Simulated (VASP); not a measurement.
# BP (F-43m) in VASP: a series of runs

BP is run at these levels: r2SCAN; tasks: single point.

All numbers are computed with VASP 6.6.1; they aren't measurements. Logs are shortened: lines on timing, memory, paths and dates and some standing lists are left out, and cuts for length are marked.

## Step 1: The cell of the first run

Symmetry: F-43m, No. 216, cubic system. Conventional cell: a = 4.444 Å, b = 4.444 Å, c = 4.444 Å, α = 90.00°, β = 90.00°, γ = 90.00°. Within 2.6 Å of B (site symmetry -43m) lie 4 P at 1.92 Å. P (site symmetry -43m) has 4 B at 1.92 Å within 2.6 Å.

## Step 2: Single point, r2SCAN (volume scaled by 0.94)

The input, POSCAR:

```
BP
1.0
    0.0000000000      2.2219626557      2.2219626557
    2.2219626557      0.0000000000      2.2219626557
    2.2219626557      2.2219626557      0.0000000000
B P
1 1
Direct
    0.0000000000      0.0000000000      0.0000000000
    0.2500000000      0.2500000000      0.2500000000
```

The input, INCAR.step1:

```
SYSTEM = BP
PREC = Accurate
ENCUT = 520
ISMEAR = 0
SIGMA = 0.02
LREAL = .False.
LASPH = .True.
NELM = 60
NBANDS = 11
GGA = PE
ALGO = Normal
EDIFF = 1E-4
LWAVE = .True.
LCHARG = .False.
```

The input, INCAR.step2:

```
SYSTEM = BP
PREC = Accurate
ENCUT = 520
EDIFF = 1E-7
ISMEAR = 0
SIGMA = 0.02
LREAL = .False.
LASPH = .True.
NELM = 60
ALGO = Normal
ISIF = 2
LWAVE = .False.
LCHARG = .False.
METAGGA = R2SCAN
LMIXTAU = .True.
NBANDS = 11
ISTART = 1
```

The input, KPOINTS:

```
Automatic mesh
0
Gamma
  10 10 10
  0 0 0
```

Potentials or basis: VASP PAW PBE potentials, release 64 (B, P).

The run is started by

```
$ cat potpaw_PBE.64/B/POTCAR potpaw_PBE.64/P/POTCAR > POTCAR
$ cp INCAR.step1 INCAR
$ mpirun -np 1 vasp_std > vasp.out
$ cp INCAR.step2 INCAR
$ mpirun -np 1 vasp_std > vasp.out
```

OUTCAR:

```text
SYSTEM = BP
   PREC = Accurate
   ENCUT = 520
   EDIFF = 1E-7
   ISMEAR = 0
   LREAL = .False.
   LASPH = .True.
   NELM = 60
   ISIF = 2
   METAGGA = R2SCAN
   ISTART = 1

 ion  position               nearest neighbor table
   1  0.000  0.000  0.000-   2 1.92   2 1.92   2 1.92   2 1.92
   2  0.250  0.250  0.250-   1 1.92   1 1.92   1 1.92   1 1.92

  LATTYP: Found a face centered cubic cell.
 ALAT       =     4.4439253114

  Lattice vectors:

 A1 = (   0.0000000000,   2.2219626557,   2.2219626557)
 A2 = (   2.2219626557,   0.0000000000,   2.2219626557)
 A3 = (   2.2219626557,   2.2219626557,   0.0000000000)

Analysis of symmetry for initial positions (statically):
=====================================================================
 Subroutine PRICEL returns:
 Original cell was already a primitive cell.

 Routine SETGRP: Setting up the symmetry group for a
 face centered cubic supercell.

 Subroutine GETGRP returns: Found 24 space group operations
 (whereof 24 operations were pure point group operations)
 out of a pool of 48 trial point group operations.

The static configuration has the point symmetry T_d .

Analysis of symmetry for dynamics (positions and initial velocities):
=====================================================================
 Subroutine PRICEL returns:
 Original cell was already a primitive cell.

 Routine SETGRP: Setting up the symmetry group for a
 face centered cubic supercell.

 Subroutine GETGRP returns: Found 24 space group operations
 (whereof 24 operations were pure point group operations)
 out of a pool of 48 trial point group operations.

The dynamic configuration has the point symmetry T_d .

 Subroutine INISYM returns: Found 24 space group operations
 (whereof 24 operations are pure point group operations),
 and found     1 'primitive' translations

----------------------------------------------------------------------------------------

                                     Primitive cell

  volume of cell :      21.9402

  direct lattice vectors                    reciprocal lattice vectors
     0.000000000  2.221962656  2.221962656    -0.225026284  0.225026284  0.225026284
     2.221962656  0.000000000  2.221962656     0.225026284 -0.225026284  0.225026284
     2.221962656  2.221962656  0.000000000     0.225026284  0.225026284 -0.225026284

  length of vectors
     3.142329723  3.142329723  3.142329723     0.389756957  0.389756957  0.389756957

  position of ions in fractional coordinates (direct lattice)
     0.000000000  0.000000000  0.000000000
     0.250000000  0.250000000  0.250000000

  ion indices of the primitive-cell ions
   primitive index   ion index
                 1           1
                 2           2

----------------------------------------------------------------------------------------

 KPOINTS: Automatic mesh

Automatic generation of k-mesh.
 Grid dimensions read from file:
 generate k-points for:   10   10   10

 Generating k-lattice:

  Cartesian coordinates                     Fractional coordinates (reciprocal lattice)
    -0.022502628  0.022502628  0.022502628     0.100000000  0.000000000  0.000000000
     0.022502628 -0.022502628  0.022502628     0.000000000  0.100000000  0.000000000
     0.022502628  0.022502628 -0.022502628     0.000000000  0.000000000  0.100000000

  Length of vectors
     0.038975696  0.038975696  0.038975696

  Shift w.r.t. Gamma in fractional coordinates (k-lattice)
     0.000000000  0.000000000  0.000000000

 Subroutine IBZKPT returns following result:
 ===========================================

 Found     47 irreducible k-points:

 Following reciprocal coordinates:
            Coordinates               Weight
  0.000000  0.000000  0.000000      1.000000
  0.100000  0.000000  0.000000      8.000000
  0.200000  0.000000  0.000000      8.000000
  0.300000  0.000000  0.000000      8.000000
  0.400000  0.000000  0.000000      8.000000
  0.500000  0.000000  0.000000      4.000000
[... 16 lines left out ...]
  0.300000  0.300000  0.000000      6.000000
  0.400000  0.300000  0.000000     24.000000
 [... further k-points ...]
   k-points           NKPTS =     47   k-points in BZ     NKDIM =     47   number of bands    NBANDS=     11
   number of dos      NEDOS =    301   number of ions     NIONS =      2
   total plane-waves  NPLWV =  13824
   dimension x,y,z NGX =    24 NGY =   24 NGZ =   24
   dimension x,y,z NGXF=    48 NGYF=   48 NGZF=   48
   ions per type =               1   1
   NGX,Y,Z   is equivalent  to a cutoff of  12.70, 12.70, 12.70 a.u.
   NGXF,Y,Z  is equivalent  to a cutoff of  25.39, 25.39, 25.39 a.u.
 SYSTEM =  BP
   PREC   = accura    normal or accurate (medium, high low for compatibility)
   ISTART =      1    job   : 0-new  1-cont  2-samecut
   ICHARG =      0    charge: 1-file 2-atom 10-const
   ISPIN  =      1    spin polarized calculation?
   LNONCOLLINEAR =      F non collinear calculations
   LSORBIT =      F    spin-orbit coupling
   LASPH  =      T    aspherical Exc in radial PAW
   ENCUT  =  520.0 eV  38.22 Ry    6.18 a.u.   5.84  5.84  5.84*2*pi/ulx,y,z
   NELM   =     60;   NELMIN=  2; NELMDL=  0     # of ELM steps
   EDIFF  = 0.1E-06   stopping-criterion for ELM
   LREAL  =      F    real-space projection
   EDIFFG = 0.1E-05   stopping-criterion for IOM
   NSW    =      0    number of steps for IOM
   IBRION =     -1    ionic relax: 0-MD 1-quasi-New 2-CG
   NFREE  =      0    steps in history (QN), initial steepest desc. (CG)
   ISIF   =      2    stress and relaxation
   ISYM   =      2    0-nonsym 1-usesym 2-fastsym
   POTIM  = 0.5000    time-step for ionic-motion
   TEBEG  =    0.0;   TEEND  =   0.0 temperature during run
   PSTRESS=    0.0 pullay stress
   NELECT =       8.0000    total number of electrons
   NUPDOWN=      -1.0000    fix difference up-down
   EMIN   =  10.00;   EMAX   =-10.00  energy-range for DOS
   EFERMI =   0.00;   METHOD = LEGACY
   ISMEAR =     0;   SIGMA  =   0.02  broadening in eV -4-tet -1-fermi 0-gaus
   EFERMI_NEDOS =   21; number of points for ismear=-14 and -15
   IALGO  =     38    algorithm
   IMIX   =      4    mixing-type and parameters
     AMIX     =   0.40;   BMIX     =  1.00
     AMIX_MAG =   1.60;   BMIX_MAG =  1.00
  volume/ion in A,a.u.               =      10.97        74.03
  Fermi-wavevector in a.u.,A,eV,Ry     =   1.169566  2.210159 18.611201  1.367885
  Thomas-Fermi vector in A             =   2.306037
   LORBIT       =      0    0 simple, 1 ext, 2 COOP (PROOUT), +10 PAW based schemes
   METAGGA = R2SCAN    functional components
   LHFCALC =     F    Hartree Fock is set to
   AEXX    =    0.0000 exact exchange contribution
   IVDW    =     0    specifies the selected vdW correction
   LEPSILON=     F    determine dielectric tensor
   LRPA    =     F    only Hartree local field effects (RPA)
 non-spin polarized calculation
 Gauss-broadening in eV      SIGMA  =   0.02
  energy-cutoff  :      520.00
  volume of cell :       21.94
 maximum number of plane-waves:       609
   NGX = 11   NGY = 11   NGZ = 11

 number of electron       8.0000000 magnetization

 Free energy of the ion-electron system (eV)
  ---------------------------------------------------
  ext. energy  EPLUGINS =         0.00000000
  ---------------------------------------------------
  free energy    TOTEN  =       -17.26617022 eV

  energy without entropy =      -17.26617022  energy(sigma->0) =      -17.26617022

 E-fermi :   8.2450     XC(G=0): -11.7880

 val. band max:        8.1532366572   @ k =   0.0000   0.0000   0.0000
 cond. band min:       9.5145430976   @ k =   0.4000   0.4000   0.0000
 fundamental gap:      1.3613064404
 Fermi energy:         8.2449621622

 k-point     1 :       0.0000    0.0000    0.0000
  band No.  band energies     occupation
      1      -8.6976      2.00000
      2       8.1532      2.00000
      3       8.1532      2.00000
      4       8.1532      2.00000
      5      11.8976      0.00000
      6      11.8976      0.00000
      7      11.8976      0.00000
      8      17.1908      0.00000
      9      20.9814      0.00000
     10      20.9814      0.00000
     11      21.0567      0.00000

 k-point     2 :       0.1000    0.0000    0.0000
  band No.  band energies     occupation
      1      -8.4984      2.00000
      2       6.7348      2.00000
      3       7.8250      2.00000
      4       7.8250      2.00000
      5      12.3556      0.00000
      6      12.3556      0.00000
      7      12.4514      0.00000
      8      17.6640      0.00000
      9      20.2681      0.00000
     10      20.2681      0.00000
     11      21.6829      0.00000

 k-point     3 :       0.2000    0.0000    0.0000
  band No.  band energies     occupation
      1      -7.9077      2.00000
      2       4.1734      2.00000
      3       7.2054      2.00000
      4       7.2054      2.00000
      5      12.8158      0.00000
      6      13.1459      0.00000
      7      13.1459      0.00000
      8      18.7095      0.00000
      9      19.6475      0.00000
     10      19.6475      0.00000
     11      22.5614      0.00000

 k-point     4 :       0.3000    0.0000    0.0000
  band No.  band energies     occupation
      1      -6.9547      2.00000
      2       1.5792      2.00000
      3       6.6659      2.00000
      4       6.6659      2.00000
      5      12.8092      0.00000
      6      13.4554      0.00000
      7      13.4554      0.00000
      8      19.3965      0.00000
      9      20.3630      0.00000
     10      20.3630      0.00000
     11      22.9186      0.00000
[... 239 lines left out ...]
 k-point    22 :      -0.2000    0.2000    0.0000
  band No.  band energies     occupation
      1      -6.6311      2.00000
      2       2.4572      2.00000
      3       3.5224      2.00000
      4       6.7804      2.00000
      5      13.1571      0.00000
      6      14.0174      0.00000
      7      15.2789      0.00000
      8      17.6052      0.00000
      9      18.1859      0.00000
     10      23.2244      0.00000
     11      25.9005      0.00000

 k-point    23 :       0.3000    0.3000    0.0000
  band No.  band energies     occupation
      1      -6.3525      2.00000
      2       2.9740      2.00000
      3       4.5607      2.00000
      4       4.5607      2.00000
      5       9.8487      0.00000
      6      12.3719      0.00000
      7      18.0673      0.00000
      8      18.0673      0.00000
      9      23.0505      0.00000
     10      23.4939      0.00000
     11      26.6951      0.00000

 k-point    24 :       0.4000    0.3000    0.0000
  band No.  band energies     occupation
      1      -5.4286      2.00000
      2       1.4896      2.00000
      3       3.6514      2.00000
      4       4.2348      2.00000
      5      10.1484      0.00000
      6      12.0854      0.00000
      7      18.7234      0.00000
      8      18.8074      0.00000
      9      23.9962      0.00000
     10      24.5636      0.00000
     11      27.2879      0.00000

 [... further k-points ...]
[... 5 lines left out ...]
  --------------------------------------------------------------------------------------
  -------------------------------------------------------------------------------------
  Total        1.5322028      1.5322028      1.5322028      0.0000000      0.0000000      0.0000000
  in kB      111.8887885    111.8887885    111.8887885      0.0000000      0.0000000      0.0000000
  external PRESSURE =     111.8887885 kB  Pullay stress =       0.0000000 kB

 VOLUME and BASIS-vectors are now :
 -----------------------------------------------------------------------------
  energy-cutoff  :      520.00
  volume of cell :       21.94
      direct lattice vectors                 reciprocal lattice vectors
     0.000000000  2.221962656  2.221962656    -0.225026284  0.225026284  0.225026284
     2.221962656  0.000000000  2.221962656     0.225026284 -0.225026284  0.225026284
     2.221962656  2.221962656  0.000000000     0.225026284  0.225026284 -0.225026284

 POSITION                                       TOTAL-FORCE (eV/Angst)
 -----------------------------------------------------------------------------------
      0.00000      0.00000      0.00000         0.000000      0.000000      0.000000
      1.11098      1.11098      1.11098        -0.000000     -0.000000     -0.000000
 -----------------------------------------------------------------------------------
    total drift:                                0.000000      0.000000      0.000000

  FREE ENERGIE OF THE ION-ELECTRON SYSTEM (eV)
  ---------------------------------------------------
  free  energy   TOTEN  =       -17.2661702229 eV

  energy  without entropy=      -17.2661702229  energy(sigma->0) =      -17.26617022
```

Wall time 28 s (1 thread of Intel Xeon Platinum 8259CL at 2.50GHz (Skylake/Cascade Lake), shared host); peak memory 0.14 GiB.

Results:

```
Free energy            : -17.2662 eV
Pressure               : 11.2 GPa
Band gap on the k mesh : 1.36 eV, indirect (least direct gap 3.74 eV)
```

Caveat: the PAW data sets were made with another functional, which shifts forces and pressure a little.

[end of part 1 of 2]
